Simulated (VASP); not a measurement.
# ZrN (Fm-3m) in VASP: further runs

The runs below take ZrN through electric field gradients, single point, with LDA.

Everything below comes from runs of VASP 6.6.1. Logs are shortened: lines on timing, memory, paths and dates and some standing lists are left out, and cuts for length are marked.

## 1. The cell of the first run

The structure is cubic, space group Fm-3m (No. 225). The conventional cell has a = 4.568 Å, b = 4.568 Å, c = 4.568 Å, α = 90.00°, β = 90.00°, γ = 90.00°. Zr (site symmetry m-3m) has 6 N at 2.28 Å within 3.0 Å. N (site symmetry m-3m) has 6 Zr at 2.28 Å within 3.0 Å.

## 2. Electric field gradients, LDA

Contents of INCAR:

```
SYSTEM = ZrN
PREC = Accurate
ENCUT = 520
EDIFF = 1E-8
ISMEAR = -1
SIGMA = 0.03
LREAL = .FALSE.
LASPH = .TRUE.
NELM = 120
ALGO = Normal
ISIF = 2
LWAVE = .FALSE.
LCHARG = .FALSE.
LEFG = .TRUE.
NBANDS = 16
GGA_COMPAT = .FALSE.
```

Contents of KPOINTS:

```
regular mesh
0
G
  9 9 9
  0 0 0
```

Contents of POSCAR:

```
ZrN
1.0
    0.0000000000      2.2842300000      2.2842300000
    2.2842300000      0.0000000000      2.2842300000
    2.2842300000      2.2842300000      0.0000000000
Zr N
1 1
Direct
    0.0000000000      0.0000000000      0.0000000000
    0.5000000000      0.5000000000      0.5000000000
```

Potentials or basis: VASP PAW LDA potentials, release 64 (Zr_sv, N).

Run with:

```sh
cat potpaw_LDA.64/Zr_sv/POTCAR potpaw_LDA.64/N/POTCAR > POTCAR
mpirun -np 1 vasp_std > vasp.out
```

OUTCAR:

```text
SYSTEM = ZrN
   PREC = Accurate
   ENCUT = 520
   EDIFF = 1E-8
   ISMEAR = -1
   LREAL = .FALSE.
   LASPH = .TRUE.
   NELM = 120
   ISIF = 2

 ion  position               nearest neighbor table
   1  0.000  0.000  0.000-   2 2.28   2 2.28   2 2.28   2 2.28   2 2.28   2 2.28
   2  0.500  0.500  0.500-   1 2.28   1 2.28   1 2.28   1 2.28   1 2.28   1 2.28

  LATTYP: Found a face centered cubic cell.
 ALAT       =     4.5684600000

  Lattice vectors:

 A1 = (   0.0000000000,   2.2842300000,   2.2842300000)
 A2 = (   2.2842300000,   0.0000000000,   2.2842300000)
 A3 = (   2.2842300000,   2.2842300000,   0.0000000000)

Analysis of symmetry for initial positions (statically):
=====================================================================
 Subroutine PRICEL returns:
 Original cell was already a primitive cell.

 Routine SETGRP: Setting up the symmetry group for a
 face centered cubic supercell.

 Subroutine GETGRP returns: Found 48 space group operations
 (whereof 48 operations were pure point group operations)
 out of a pool of 48 trial point group operations.

The static configuration has the point symmetry O_h .

Analysis of symmetry for dynamics (positions and initial velocities):
=====================================================================
 Subroutine PRICEL returns:
 Original cell was already a primitive cell.

 Routine SETGRP: Setting up the symmetry group for a
 face centered cubic supercell.

 Subroutine GETGRP returns: Found 48 space group operations
 (whereof 48 operations were pure point group operations)
 out of a pool of 48 trial point group operations.

The dynamic configuration has the point symmetry O_h .

 Subroutine INISYM returns: Found 48 space group operations
 (whereof 48 operations are pure point group operations),
 and found     1 'primitive' translations

----------------------------------------------------------------------------------------

                                     Primitive cell

  volume of cell :      23.8369

  direct lattice vectors                    reciprocal lattice vectors
     0.000000000  2.284230000  2.284230000    -0.218892143  0.218892143  0.218892143
     2.284230000  0.000000000  2.284230000     0.218892143 -0.218892143  0.218892143
     2.284230000  2.284230000  0.000000000     0.218892143  0.218892143 -0.218892143

  length of vectors
     3.230389046  3.230389046  3.230389046     0.379132313  0.379132313  0.379132313

  position of ions in fractional coordinates (direct lattice)
     0.000000000  0.000000000  0.000000000
     0.500000000  0.500000000  0.500000000

  ion indices of the primitive-cell ions
   primitive index   ion index
                 1           1
                 2           2

----------------------------------------------------------------------------------------

 KPOINTS: regular mesh

Automatic generation of k-mesh.
 Grid dimensions read from file:
 generate k-points for:    9    9    9

 Generating k-lattice:

  Cartesian coordinates                     Fractional coordinates (reciprocal lattice)
    -0.024321349  0.024321349  0.024321349     0.111111111  0.000000000  0.000000000
     0.024321349 -0.024321349  0.024321349     0.000000000  0.111111111  0.000000000
     0.024321349  0.024321349 -0.024321349     0.000000000  0.000000000  0.111111111

  Length of vectors
     0.042125813  0.042125813  0.042125813

  Shift w.r.t. Gamma in fractional coordinates (k-lattice)
     0.000000000  0.000000000  0.000000000

 Subroutine IBZKPT returns following result:
 ===========================================

 Found     35 irreducible k-points:

 Following reciprocal coordinates:
            Coordinates               Weight
  0.000000  0.000000  0.000000      1.000000
  0.111111  0.000000  0.000000      8.000000
  0.222222  0.000000  0.000000      8.000000
  0.333333  0.000000  0.000000      8.000000
  0.444444  0.000000  0.000000      8.000000
  0.111111  0.111111  0.000000      6.000000
[... 16 lines left out ...]
 -0.333333  0.333333  0.000000     12.000000
  0.444444  0.444444  0.000000      6.000000
 [... further k-points ...]
   k-points           NKPTS =     35   k-points in BZ     NKDIM =     35   number of bands    NBANDS=     16
   number of dos      NEDOS =    301   number of ions     NIONS =      2
   total plane-waves  NPLWV =  13824
   dimension x,y,z NGX =    24 NGY =   24 NGZ =   24
   dimension x,y,z NGXF=    48 NGYF=   48 NGZF=   48
   ions per type =               1   1
   NGX,Y,Z   is equivalent  to a cutoff of  12.35, 12.35, 12.35 a.u.
   NGXF,Y,Z  is equivalent  to a cutoff of  24.70, 24.70, 24.70 a.u.
 SYSTEM =  ZrN
   PREC   = accura    normal or accurate (medium, high low for compatibility)
   ISTART =      0    job   : 0-new  1-cont  2-samecut
   ICHARG =      2    charge: 1-file 2-atom 10-const
   ISPIN  =      1    spin polarized calculation?
   LNONCOLLINEAR =      F non collinear calculations
   LSORBIT =      F    spin-orbit coupling
   LASPH  =      T    aspherical Exc in radial PAW
   ENCUT  =  520.0 eV  38.22 Ry    6.18 a.u.   6.01  6.01  6.01*2*pi/ulx,y,z
   NELM   =    120;   NELMIN=  2; NELMDL= -5     # of ELM steps
   EDIFF  = 0.1E-07   stopping-criterion for ELM
   LREAL  =      F    real-space projection
   EDIFFG = 0.1E-06   stopping-criterion for IOM
   NSW    =      0    number of steps for IOM
   IBRION =     -1    ionic relax: 0-MD 1-quasi-New 2-CG
   NFREE  =      0    steps in history (QN), initial steepest desc. (CG)
   ISIF   =      2    stress and relaxation
   ISYM   =      2    0-nonsym 1-usesym 2-fastsym
   POTIM  = 0.5000    time-step for ionic-motion
   TEBEG  =    0.0;   TEEND  =   0.0 temperature during run
   PSTRESS=    0.0 pullay stress
   NELECT =      17.0000    total number of electrons
   NUPDOWN=      -1.0000    fix difference up-down
   EMIN   =  10.00;   EMAX   =-10.00  energy-range for DOS
   EFERMI =   0.00;   METHOD = LEGACY
   ISMEAR =    -1;   SIGMA  =   0.03  broadening in eV -4-tet -1-fermi 0-gaus
   EFERMI_NEDOS =   21; number of points for ismear=-14 and -15
   IALGO  =     38    algorithm
   IMIX   =      4    mixing-type and parameters
     AMIX     =   0.40;   BMIX     =  1.00
     AMIX_MAG =   1.60;   BMIX_MAG =  1.00
  volume/ion in A,a.u.               =      11.92        80.43
  Fermi-wavevector in a.u.,A,eV,Ry     =   1.462653  2.764013 29.107676  2.139354
  Thomas-Fermi vector in A             =   2.578841
   LORBIT       =      0    0 simple, 1 ext, 2 COOP (PROOUT), +10 PAW based schemes
   GGA     = CA    functional components
   LHFCALC =     F    Hartree Fock is set to
   AEXX    =    0.0000 exact exchange contribution
   IVDW    =     0    specifies the selected vdW correction
   LEPSILON=     F    determine dielectric tensor
   LRPA    =     F    only Hartree local field effects (RPA)
 non-spin polarized calculation
  energy-cutoff  :      520.00
  volume of cell :       23.84
 maximum number of plane-waves:       652
   NGX = 13   NGY = 13   NGZ = 13

 number of electron      16.9999999 magnetization

 Free energy of the ion-electron system (eV)
  ---------------------------------------------------
  ext. energy  EPLUGINS =         0.00000000
  ---------------------------------------------------
  free energy    TOTEN  =       -22.41105047 eV

  energy without entropy =      -22.40701061  energy(sigma->0) =      -22.40903054

 E-fermi :  11.8275     XC(G=0): -12.8363

 val. band max:       11.7963082185   @ k =   0.1111   0.0000   0.0000
 cond. band min:      11.8417360912   @ k =   0.4444   0.2222   0.1111
 fundamental gap:      0.0454278727
 Fermi energy:        11.8274697988

 k-point     1 :       0.0000    0.0000    0.0000
  band No.  band energies     occupation
      1     -37.3687      2.00000
      2     -15.1231      2.00000
      3     -15.1231      2.00000
      4     -15.1231      2.00000
      5      -4.2020      2.00000
      6       9.2279      2.00000
[... 8 lines left out ...]
     15      21.0753      0.00000
     16      34.6777      0.00000

 k-point     2 :       0.1111    0.0000    0.0000
  band No.  band energies     occupation
      1     -37.3510      2.00000
      2     -15.2832      2.00000
      3     -15.1348      2.00000
      4     -15.1348      2.00000
      5      -3.9438      2.00000
      6       8.2822      2.00000
[... 8 lines left out ...]
     15      21.9000      0.00000
     16      32.2446      0.00000

 k-point     3 :       0.2222    0.0000    0.0000
  band No.  band energies     occupation
      1     -37.3060      2.00000
      2     -15.6663      2.00000
      3     -15.1645      2.00000
      4     -15.1645      2.00000
      5      -3.2883      2.00000
      6       6.6381      2.00000
[... 8 lines left out ...]
     15      23.6928      0.00000
     16      29.7118      0.00000

 k-point     4 :       0.3333    0.0000    0.0000
  band No.  band energies     occupation
      1     -37.2542      2.00000
      2     -16.0698      2.00000
      3     -15.1977      2.00000
      4     -15.1977      2.00000
      5      -2.5120      2.00000
      6       5.1738      2.00000
[... 8 lines left out ...]
     15      24.4631      0.00000
     16      26.7410      0.00000

 k-point     5 :       0.4444    0.0000    0.0000
  band No.  band energies     occupation
      1     -37.2201      2.00000
      2     -16.3181      2.00000
      3     -15.2192      2.00000
      4     -15.2192      2.00000
      5      -1.9584      2.00000
      6       4.2833      2.00000
[... 8 lines left out ...]
     15      24.5141      0.00000
     16      24.5141      0.00000

 k-point     6 :       0.1111    0.1111    0.0000
  band No.  band energies     occupation
      1     -37.3452      2.00000
      2     -15.2748      2.00000
      3     -15.1682      2.00000
      4     -15.1682      2.00000
      5      -3.8817      2.00000
      6       7.5954      2.00000
[... 8 lines left out ...]
     15      22.1660      0.00000
     16      31.9666      0.00000
[... 267 lines left out ...]
 k-point    21 :       0.4444    0.3333    0.0000
  band No.  band energies     occupation
      1     -37.1888      2.00000
      2     -16.0191      2.00000
      3     -15.5038      2.00000
      4     -15.4396      2.00000
      5      -3.3348      2.00000
      6       6.5582      2.00000
[... 8 lines left out ...]
     15      23.4531      0.00000
     16      27.0223      0.00000

 k-point    22 :      -0.4444    0.3333    0.0000
  band No.  band energies     occupation
      1     -37.1734      2.00000
      2     -16.0065      2.00000
      3     -15.6890      2.00000
      4     -15.4139      2.00000
      5      -3.1247      2.00000
      6       6.4758      2.00000
[... 8 lines left out ...]
     15      22.7591      0.00000
     16      25.7680      0.00000

 k-point    23 :      -0.3333    0.3333    0.0000
  band No.  band energies     occupation
      1     -37.1782      2.00000
      2     -15.9282      2.00000
      3     -15.8258      2.00000
      4     -15.3429      2.00000
      5      -2.7719      2.00000
      6       5.6986      2.00000
[... 8 lines left out ...]
     15      23.1877      0.00000
     16      23.4628      0.00000

 k-point    24 :       0.4444    0.4444    0.0000
  band No.  band energies     occupation
      1     -37.1726      2.00000
      2     -16.0832      2.00000
      3     -15.4907      2.00000
      4     -15.4907      2.00000
      5      -3.6128      2.00000
      6       7.1568      2.00000
[... 8 lines left out ...]
     15      22.4032      0.00000
     16      27.5963      0.00000

 [... further k-points ...]

------------------------ aborting loop because EDIFF is reached ----------------------------------------

  FORCE on cell =-STRESS in cart. coord.  units (eV):
  Direction    XX          YY          ZZ          XY          YZ          ZX
  --------------------------------------------------------------------------------------
  -------------------------------------------------------------------------------------
  Total       -1.0410051     -1.0410051     -1.0410051      0.0000000      0.0000000      0.0000000
  in kB      -69.9703338    -69.9703338    -69.9703338      0.0000000      0.0000000      0.0000000
  external PRESSURE =     -69.9703338 kB  Pullay stress =       0.0000000 kB

 VOLUME and BASIS-vectors are now :
 -----------------------------------------------------------------------------
  energy-cutoff  :      520.00
  volume of cell :       23.84
      direct lattice vectors                 reciprocal lattice vectors
     0.000000000  2.284230000  2.284230000    -0.218892143  0.218892143  0.218892143
     2.284230000  0.000000000  2.284230000     0.218892143 -0.218892143  0.218892143
     2.284230000  2.284230000  0.000000000     0.218892143  0.218892143 -0.218892143

 POSITION                                       TOTAL-FORCE (eV/Angst)
 -----------------------------------------------------------------------------------
      0.00000      0.00000      0.00000        -0.000000     -0.000000     -0.000000
      2.28423      2.28423      2.28423         0.000000      0.000000      0.000000
 -----------------------------------------------------------------------------------
    total drift:                                0.000000     -0.000000     -0.000000

  FREE ENERGIE OF THE ION-ELECTRON SYSTEM (eV)
  ---------------------------------------------------
  free  energy   TOTEN  =       -22.4110504742 eV

  energy  without entropy=      -22.4070106086  energy(sigma->0) =      -22.40903054

 Electric field gradients (V/A^2)
---------------------------------------------------------------------
 ion       V_xx      V_yy      V_zz      V_xy      V_xz      V_yz
---------------------------------------------------------------------
   1       0.000    -0.000    -0.000    -0.000    -0.000    -0.000
   2      -0.000    -0.000    -0.000    -0.000    -0.000    -0.000
---------------------------------------------------------------------

 Electric field gradients after diagonalization (V/A^2)
 (convention: |V_zz| > |V_xx| > |V_yy|)
----------------------------------------------------------------------
 ion       V_xx      V_yy      V_zz     asymmetry (V_yy - V_xx)/ V_zz
----------------------------------------------------------------------
   1       0.000     0.000    -0.000       0.000
   2       0.000     0.000    -0.001       0.000
----------------------------------------------------------------------

           NMR quadrupolar parameters

 Cq : quadrupolar parameter    Cq=e*Q*V_zz/h
 eta: asymmetry parameters     (V_yy - V_xx)/ V_zz
 Q  : nuclear electric quadrupole moment in mb (millibarn)
----------------------------------------------------------------------
 ion       Cq(MHz)       eta       Q (mb)
----------------------------------------------------------------------
   1      -0.000       0.000       1.000
   2      -0.000       0.000       1.000
----------------------------------------------------------------------
```

Run time: 20 s. Hardware: 1 thread of Intel Xeon 8259CL, shared host; peak memory 0.13 GiB.

Results:

```yaml
Free_energy: -22.4111 eV
Pressure: -7.0 GPa
Band_gap_on_the_k_mesh: zero (an odd number of electrons rules out a gap without spin polarisation)
Largest_electric_field_gradient_by_atom: under 0.05 V/Å² on every atom
```

Levels at points of the mesh, in eV from the Fermi level:
```
           k point  band 7  band 8  band 9  band 10  band 11  band 12
(0.00, 0.00, 0.00)   -2.60   -2.60   -0.39    -0.39    -0.39     1.62
```

Caveat: the cell stands under tension; an odd number of electrons without spin polarisation forces a metal; a magnetic or distorted state may lie lower.

(Continued in part 2 of 2.)

The gap in the log of VASP goes by the Fermi energy; the results here count the filled bands.